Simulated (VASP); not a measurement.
# PbSe: relaxation of cell and atoms with PBEsol

PbSe:

```xyz
4
Lattice="5.2067 0.0000 0.0000 -2.6034 4.5091 0.0000 0.0000 0.0000 6.2611" Properties=species:S:1:pos:R:3 pbc="T T T"
Pb    0.0000    3.0061    1.5653
Pb    2.6034    1.5030    4.6958
Se    2.6034    1.5030    1.5653
Se    0.0000    3.0061    4.6958
```

```yaml
Program: VASP 6.6.1
Task: relaxation of cell and atoms
Functional: PBEsol
Potentials_or_basis: VASP PAW PBE potentials, release 64 (Pb_d, Se)
Cutoff: 600 eV
k_mesh: 6 × 6 × 4
Occupations: fermi-dirac, width 0.02 eV
Spin: no spin polarisation
Dipole_correction: no
Further_INCAR_settings: ALGO = Normal; EDIFF = 1e-06; IBRION = 2; EDIFFG = -0.005; NSW = 80; ISIF = 3
```

```json
{
  "Relaxed volume": "34.91 Å³/atom",
  "Relaxed cell": "a = 5.122 Å, b = 5.122 Å, c = 6.147 Å, α = 90.00°, β = 90.00°, γ = 120.00°",
  "Space group after relaxing (to 0.05 Å)": "P6_3/mmc (No. 194)",
  "Energy gained by relaxing": "11.3 meV/atom",
  "Ionic steps": "15",
  "Pressure after relaxing": "0.0 GPa",
  "Band gap on the k mesh": "1.04 eV, direct"
}
```

The path:
```tsv
step	energy change (eV)	largest force (eV/Å)	pressure (GPa)	volume (Å³)
1	0.0000	0.0000	-1.87	147.00
2	-0.0424	0.0000	0.49	138.04
3	-0.0450	0.0000	0.00	139.67
4	-0.0450	0.0000	-0.01	139.82
5	-0.0450	0.0000	-0.04	139.80
6	-0.0450	0.0000	-0.04	139.80
7	-0.0450	0.0000	-0.01	139.68
8	-0.0450	0.0000	0.00	139.69
9	-0.0450	0.0000	-0.01	139.72
10	-0.0450	0.0000	-0.02	139.73
11	-0.0450	0.0000	-0.02	139.72
12	-0.0450	0.0000	-0.03	139.72
13	-0.0450	0.0000	-0.02	139.72
14	-0.0450	0.0000	-0.01	139.68
15	-0.0450	0.0000	0.00	139.64
```

Final structure:
```cif
data_structure
_symmetry_space_group_name_H-M 'P 1'
_symmetry_Int_Tables_number 1
_cell_length_a 5.1217
_cell_length_b 5.1217
_cell_length_c 6.1467
_cell_angle_alpha 90.000
_cell_angle_beta 90.000
_cell_angle_gamma 120.000
_cell_volume 139.64
loop_
_atom_site_label
_atom_site_type_symbol
_atom_site_fract_x
_atom_site_fract_y
_atom_site_fract_z
_atom_site_occupancy
Pb1 Pb 0.33333 0.66667 0.25000 1
Pb2 Pb 0.66667 0.33333 0.75000 1
Se1 Se 0.66667 0.33333 0.25000 1
Se2 Se 0.33333 0.66667 0.75000 1
```

Levels at points of the mesh, in eV from the valence-band top:
```tsv
k point	band 16	band 17	band 18	band 19	band 20	band 21	band 22	band 23	band 24
(0.00, 0.00, 0.00)	-3.10	-3.10	-1.83	-1.82	-1.82	1.62	1.62	3.16	3.16
(0.50, 0.00, 0.00)	-3.77	-2.91	-2.24	-2.23	-0.69	2.62	3.21	4.04	4.05
(0.00, 0.00, 0.50)	-2.48	-2.48	-2.48	-1.39	-1.39	2.02	2.02	2.02	2.02
(0.50, 0.00, 0.50)	-3.08	-1.86	-1.86	-0.70	-0.70	1.28	1.28	2.93	2.93
```

It took 3.8 min on 1 thread of AMD EPYC 9R45 96-Core Processor (Zen 5) (shared host), peak memory 0.31 GiB.

Caveat: the PAW data sets were made with another functional, which shifts forces and pressure a little; spin-orbit coupling is left out, which moves the levels of the heavy elements. A k mesh can miss the band edges.
